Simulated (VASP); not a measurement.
# Ba (Pm-3m) in VASP: notebook

Ba is run at these levels: PBE; tasks: single point, relaxation of cell and atoms.

Everything below comes from runs of VASP 6.6.1. Logs are shortened: lines on timing, memory, paths and dates and some standing lists are left out, and cuts for length are marked.

### 1 The cell of the first run

Symmetry: Pm-3m, No. 221, cubic system. Conventional cell: a = 3.957 Å, b = 3.957 Å, c = 3.957 Å, α = 90.00°, β = 90.00°, γ = 90.00°. Ba (site symmetry m-3m) has 6 Ba at 3.96 Å within 5.2 Å.

This isn't the form of Ba at room conditions, which is bcc.

### 2 Single point, PBE

INCAR reads:

```
PREC = Accurate
ENCUT = 520
EDIFF = 1E-6
ISMEAR = -1
SIGMA = 0.1
LREAL = False
LASPH = True
NELM = 80
ALGO = Normal
ISIF = 2
LWAVE = False
LCHARG = False
GGA = PE
NBANDS = 11
```

KPOINTS reads:

```
Automatic mesh
0
Gamma
  10 10 10
```

POSCAR reads:

```
Ba
1.0
    3.9569981378      0.0000000000      0.0000000000
    0.0000000000      3.9569981378      0.0000000000
    0.0000000000      0.0000000000      3.9569981378
Ba
1
Direct
    0.0000000000      0.0000000000      0.0000000000
```

Potentials or basis: VASP PAW PBE potentials, release 64 (Ba_sv).

Started as:

```bash
cat potpaw_PBE.64/Ba_sv/POTCAR > POTCAR
mpirun -np 1 vasp_std > vasp.out
```

OUTCAR:

```text
PREC = Accurate
   ENCUT = 520
   EDIFF = 1E-6
   ISMEAR = -1
   LREAL = False
   LASPH = True
   NELM = 80
   ISIF = 2
   GGA = PE

 ion  position               nearest neighbor table
   1  0.000  0.000  0.000-

  LATTYP: Found a simple cubic cell.
 ALAT       =     3.9569981378

  Lattice vectors:

 A1 = (   3.9569981378,   0.0000000000,   0.0000000000)
 A2 = (   0.0000000000,   3.9569981378,   0.0000000000)
 A3 = (   0.0000000000,   0.0000000000,   3.9569981378)

Analysis of symmetry for initial positions (statically):
=====================================================================
 Subroutine PRICEL returns:
 Original cell was already a primitive cell.

 Routine SETGRP: Setting up the symmetry group for a
 simple cubic supercell.

 Subroutine GETGRP returns: Found 48 space group operations
 (whereof 48 operations were pure point group operations)
 out of a pool of 48 trial point group operations.

The static configuration has the point symmetry O_h .

Analysis of symmetry for dynamics (positions and initial velocities):
=====================================================================
 Subroutine PRICEL returns:
 Original cell was already a primitive cell.

 Routine SETGRP: Setting up the symmetry group for a
 simple cubic supercell.

 Subroutine GETGRP returns: Found 48 space group operations
 (whereof 48 operations were pure point group operations)
 out of a pool of 48 trial point group operations.

The dynamic configuration has the point symmetry O_h .

 Subroutine INISYM returns: Found 48 space group operations
 (whereof 48 operations are pure point group operations),
 and found     1 'primitive' translations

----------------------------------------------------------------------------------------

                                     Primitive cell

  volume of cell :      61.9580

  direct lattice vectors                    reciprocal lattice vectors
     3.956998138  0.000000000  0.000000000     0.252716824  0.000000000  0.000000000
     0.000000000  3.956998138  0.000000000     0.000000000  0.252716824  0.000000000
     0.000000000  0.000000000  3.956998138     0.000000000  0.000000000  0.252716824

  length of vectors
     3.956998138  3.956998138  3.956998138     0.252716824  0.252716824  0.252716824

  position of ions in fractional coordinates (direct lattice)
     0.000000000  0.000000000  0.000000000

  ion indices of the primitive-cell ions
   primitive index   ion index
                 1           1

----------------------------------------------------------------------------------------

 KPOINTS: Automatic mesh

Automatic generation of k-mesh.
 Grid dimensions read from file:
 generate k-points for:   10   10   10

 Generating k-lattice:

  Cartesian coordinates                     Fractional coordinates (reciprocal lattice)
     0.025271682  0.000000000  0.000000000     0.100000000  0.000000000  0.000000000
     0.000000000  0.025271682  0.000000000     0.000000000  0.100000000  0.000000000
     0.000000000  0.000000000  0.025271682     0.000000000  0.000000000  0.100000000

  Length of vectors
     0.025271682  0.025271682  0.025271682

  Shift w.r.t. Gamma in fractional coordinates (k-lattice)
     0.000000000  0.000000000  0.000000000

 Subroutine IBZKPT returns following result:
 ===========================================

 Found     56 irreducible k-points:

 Following reciprocal coordinates:
            Coordinates               Weight
  0.000000  0.000000  0.000000      1.000000
  0.100000  0.000000  0.000000      6.000000
  0.200000  0.000000  0.000000      6.000000
  0.300000  0.000000  0.000000      6.000000
  0.400000  0.000000  0.000000      6.000000
  0.500000  0.000000  0.000000      3.000000
[... 16 lines left out ...]
  0.200000  0.100000  0.100000     24.000000
  0.300000  0.100000  0.100000     24.000000
 [... further k-points ...]
   k-points           NKPTS =     56   k-points in BZ     NKDIM =     56   number of bands    NBANDS=     11
   number of dos      NEDOS =    301   number of ions     NIONS =      1
   total plane-waves  NPLWV =  27000
   dimension x,y,z NGX =    30 NGY =   30 NGZ =   30
   dimension x,y,z NGXF=    60 NGYF=   60 NGZF=   60
   ions per type =               1
   NGX,Y,Z   is equivalent  to a cutoff of  12.60, 12.60, 12.60 a.u.
   NGXF,Y,Z  is equivalent  to a cutoff of  25.21, 25.21, 25.21 a.u.
 SYSTEM =  unknown system
   PREC   = accura    normal or accurate (medium, high low for compatibility)
   ISTART =      0    job   : 0-new  1-cont  2-samecut
   ICHARG =      2    charge: 1-file 2-atom 10-const
   ISPIN  =      1    spin polarized calculation?
   LNONCOLLINEAR =      F non collinear calculations
   LSORBIT =      F    spin-orbit coupling
   LASPH  =      T    aspherical Exc in radial PAW
   ENCUT  =  520.0 eV  38.22 Ry    6.18 a.u.   7.36  7.36  7.36*2*pi/ulx,y,z
   NELM   =     80;   NELMIN=  2; NELMDL= -5     # of ELM steps
   EDIFF  = 0.1E-05   stopping-criterion for ELM
   LREAL  =      F    real-space projection
   EDIFFG = 0.1E-04   stopping-criterion for IOM
   NSW    =      0    number of steps for IOM
   IBRION =     -1    ionic relax: 0-MD 1-quasi-New 2-CG
   NFREE  =      0    steps in history (QN), initial steepest desc. (CG)
   ISIF   =      2    stress and relaxation
   ISYM   =      2    0-nonsym 1-usesym 2-fastsym
   POTIM  = 0.5000    time-step for ionic-motion
   TEBEG  =    0.0;   TEEND  =   0.0 temperature during run
   PSTRESS=    0.0 pullay stress
   NELECT =      10.0000    total number of electrons
   NUPDOWN=      -1.0000    fix difference up-down
   EMIN   =  10.00;   EMAX   =-10.00  energy-range for DOS
   EFERMI =   0.00;   METHOD = LEGACY
   ISMEAR =    -1;   SIGMA  =   0.10  broadening in eV -4-tet -1-fermi 0-gaus
   EFERMI_NEDOS =   21; number of points for ismear=-14 and -15
   IALGO  =     38    algorithm
   IMIX   =      4    mixing-type and parameters
     AMIX     =   0.40;   BMIX     =  1.00
     AMIX_MAG =   1.60;   BMIX_MAG =  1.00
  volume/ion in A,a.u.               =      61.96       418.11
  Fermi-wavevector in a.u.,A,eV,Ry     =   0.891338  1.684384 10.809598  0.794483
  Thomas-Fermi vector in A             =   2.013145
   LORBIT       =      0    0 simple, 1 ext, 2 COOP (PROOUT), +10 PAW based schemes
   GGA     = PE    functional components
   LHFCALC =     F    Hartree Fock is set to
   AEXX    =    0.0000 exact exchange contribution
   IVDW    =     0    specifies the selected vdW correction
   LEPSILON=     F    determine dielectric tensor
   LRPA    =     F    only Hartree local field effects (RPA)
 non-spin polarized calculation
  energy-cutoff  :      520.00
  volume of cell :       61.96
 maximum number of plane-waves:      1743
 NGX is ok and might be reduce to    30
   NGX = 15   NGY = 15   NGZ = 15

 number of electron      10.0000000 magnetization

 number of electron       9.9999999 magnetization

 Free energy of the ion-electron system (eV)
  ---------------------------------------------------
  ext. energy  EPLUGINS =         0.00000000
  ---------------------------------------------------
  free energy    TOTEN  =        -1.61182768 eV

  energy without entropy =       -1.57365588  energy(sigma->0) =       -1.59274178

 E-fermi :   1.6467     XC(G=0):  -7.4442

 val. band max:        1.5980272530   @ k =   0.5000   0.5000   0.5000
 cond. band min:       1.6577086526   @ k =   0.5000   0.2000   0.0000
 fundamental gap:      0.0596813995
 Fermi energy:         1.6466888781

 k-point     1 :       0.0000    0.0000    0.0000
  band No.  band energies     occupation
      1     -27.5225      2.00000
      2     -12.3638      2.00000
      3     -12.3638      2.00000
      4     -12.3638      2.00000
      5      -0.9466      2.00000
      6       1.6826      0.82259
      7       1.6826      0.82259
      8       6.4721      0.00000
      9       6.4721      0.00000
     10       6.4721      0.00000
     11       9.1964      0.00000

 k-point     2 :       0.1000    0.0000    0.0000
  band No.  band energies     occupation
      1     -27.5171      2.00000
      2     -12.4366      2.00000
      3     -12.3577      2.00000
      4     -12.3577      2.00000
      5      -0.7981      2.00000
      6       1.7290      0.61026
      7       1.8347      0.26465
      8       6.0978      0.00000
      9       6.0978      0.00000
     10       6.4953      0.00000
     11       8.5643      0.00000

 k-point     3 :       0.2000    0.0000    0.0000
  band No.  band energies     occupation
      1     -27.5027      2.00000
      2     -12.6202      2.00000
      3     -12.3415      2.00000
      4     -12.3415      2.00000
      5      -0.4055      2.00000
      6       1.8571      0.21743
      7       2.2275      0.00599
      8       5.4047      0.00000
      9       5.4047      0.00000
     10       6.5572      0.00000
     11       7.6341      0.00000

 k-point     4 :       0.3000    0.0000    0.0000
  band No.  band energies     occupation
      1     -27.4848      2.00000
      2     -12.8351      2.00000
      3     -12.3212      2.00000
      4     -12.3212      2.00000
      5       0.1198      2.00000
      6       2.0310      0.04196
      7       2.5893      0.00016
      8       4.7890      0.00000
      9       4.7890      0.00000
     10       6.6366      0.00000
     11       7.2244      0.00000
[... 239 lines left out ...]
 k-point    22 :       0.1000    0.1000    0.1000
  band No.  band energies     occupation
      1     -27.5062      2.00000
      2     -12.4320      2.00000
      3     -12.4192      2.00000
      4     -12.4192      2.00000
      5      -0.5026      2.00000
      6       1.9811      0.06816
      7       1.9811      0.06816
      8       5.5428      0.00000
      9       5.8364      0.00000
     10       5.8364      0.00000
     11       9.2150      0.00000

 k-point    23 :       0.2000    0.1000    0.1000
  band No.  band energies     occupation
      1     -27.4919      2.00000
      2     -12.6056      2.00000
      3     -12.4099      2.00000
      4     -12.4022      2.00000
      5      -0.1165      2.00000
      6       2.1076      0.01973
      7       2.3717      0.00142
      8       4.9486      0.00000
      9       5.0910      0.00000
     10       5.8760      0.00000
     11       8.4225      0.00000

 k-point    24 :       0.3000    0.1000    0.1000
  band No.  band energies     occupation
      1     -27.4741      2.00000
      2     -12.8183      2.00000
      3     -12.3885      2.00000
      4     -12.3810      2.00000
      5       0.3975      1.99999
      6       2.2853      0.00336
      7       2.6266      0.00011
      8       4.4221      0.00000
      9       4.6488      0.00000
     10       5.9839      0.00000
     11       7.8147      0.00000

 [... further k-points ...]

------------------------ aborting loop because EDIFF is reached ----------------------------------------

  FORCE on cell =-STRESS in cart. coord.  units (eV):
  Direction    XX          YY          ZZ          XY          YZ          ZX
  --------------------------------------------------------------------------------------
  -------------------------------------------------------------------------------------
  Total        0.0396616      0.0396616      0.0396616     -0.0000000     -0.0000000      0.0000000
  in kB        1.0256114      1.0256114      1.0256114     -0.0000000     -0.0000000      0.0000000
  external PRESSURE =       1.0256114 kB  Pullay stress =       0.0000000 kB

 VOLUME and BASIS-vectors are now :
 -----------------------------------------------------------------------------
  energy-cutoff  :      520.00
  volume of cell :       61.96
      direct lattice vectors                 reciprocal lattice vectors
     3.956998138  0.000000000  0.000000000     0.252716824  0.000000000  0.000000000
     0.000000000  3.956998138  0.000000000     0.000000000  0.252716824  0.000000000
     0.000000000  0.000000000  3.956998138     0.000000000  0.000000000  0.252716824

 POSITION                                       TOTAL-FORCE (eV/Angst)
 -----------------------------------------------------------------------------------
      0.00000      0.00000      0.00000         0.000000      0.000000      0.000000
 -----------------------------------------------------------------------------------
    total drift:                               -0.000000      0.000000     -0.000000

  FREE ENERGIE OF THE ION-ELECTRON SYSTEM (eV)
  ---------------------------------------------------
  free  energy   TOTEN  =        -1.6118276768 eV

  energy  without entropy=       -1.5736558819  energy(sigma->0) =       -1.59274178
```

Wall time 8.6 s (1 thread of AMD EPYC 9R45 (Zen 5), shared host); peak memory 0.15 GiB.

Results:

| Property | Result |
| --- | --- |
| Free energy | -1.6118 eV |
| Pressure | 0.1 GPa |
| Band gap on the k mesh | zero (bands 5 and 6 overlap by 0.06 eV) |

Caveat: spin-orbit coupling is left out, which moves the levels of the heavy elements.

### 3 Relaxation of cell and atoms, PBE

This run uses another cell than the first one, of 69.43 Å³/atom.

INCAR reads:

```
PREC     = Accurate       # precision mode
ENCUT    = 600            # plane-wave cutoff, eV
EDIFF    = 1E-7           # SCF threshold, eV
ISMEAR   = -1             # smearing method
SIGMA    = 0.1            # smearing width, eV
LREAL    = F              # projectors in reciprocal space
LASPH    = T              # aspherical terms in the spheres
NELM     = 60             # most SCF steps
ALGO     = Normal         # electronic algorithm
ISIF     = 3              # what is computed and relaxed
LWAVE    = F              # write WAVECAR
LCHARG   = F              # write CHGCAR
GGA      = PE             # functional
IBRION   = 2              # ionic algorithm
NSW      = 80             # ionic steps
EDIFFG   = -0.02          # ionic threshold
```

KPOINTS is that of step 2.

POSCAR reads:

```
Ba
1.0
    4.1100000000      0.0000000000      0.0000000000
    0.0000000000      4.1100000000      0.0000000000
    0.0000000000      0.0000000000      4.1100000000
Ba
1
Direct
    0.0000000000      0.0000000000      0.0000000000
```

Potentials or basis: VASP PAW PBE potentials, release 64 (Ba_sv).

Started as:

```bash
cat potpaw_PBE.64/Ba_sv/POTCAR > POTCAR
mpirun -np 1 vasp_std > vasp.out
```

Run time: 50 s. Hardware: 1 thread of AMD EPYC 9R45 (Zen 5), shared host; peak memory 0.2 GiB.

It converged, with:

- Free energy: -1.6124 eV
- Relaxed volume: 62.80 Å³/atom
- Relaxed cell: a = 3.975 Å, b = 3.975 Å, c = 3.975 Å, α = 90.00°, β = 90.00°, γ = 90.00°
- Space group after relaxing (to 0.1 Å): Pm-3m (No. 221)
- Energy gained by relaxing: 12.8 meV/atom
- Ionic steps: 4
- Pressure after relaxing: 0.0 GPa
- Band gap on the k mesh: zero (bands 5 and 6 overlap by 0.05 eV)

The path:
| step | energy change (eV) | largest force (eV/Å) | pressure (GPa) | volume (Å³) |
| --- | --- | --- | --- | --- |
| 1 | 0.0000 | 0.0000 | -0.57 | 69.43 |
| 2 | -0.0075 | 0.0000 | -0.39 | 66.95 |
| 3 | -0.0126 | 0.0000 | -0.07 | 63.47 |
| 4 | -0.0128 | 0.0000 | 0.00 | 62.80 |

Final structure:
```
Ba
1.0
     3.97493    0.00000    0.00000
     0.00000    3.97493    0.00000
     0.00000    0.00000    3.97493
Ba
1
Direct
  0.00000 0.00000 0.00000
```

Levels at points of the mesh, in eV from the Fermi level:
```csv
k point,band 2,band 3,band 4,band 5,band 6,band 7,band 8,band 9
"(0.00, 0.00, 0.00)",-14.04,-14.04,-14.04,-2.59,0.04,0.04,4.76,4.76
"(0.50, 0.00, 0.00)",-14.71,-13.97,-13.97,-0.73,0.61,0.74,2.58,2.58
"(0.50, 0.50, 0.00)",-14.61,-14.61,-13.92,-0.97,0.66,3.06,3.06,3.27
"(0.50, 0.50, 0.50)",-14.52,-14.52,-14.52,-0.04,-0.04,-0.04,3.90,6.35
```

Caveat: spin-orbit coupling is left out, which moves the levels of the heavy elements.

[end of part 1 of 2]

The gap in the log of VASP goes by the Fermi energy; the results here count the filled bands.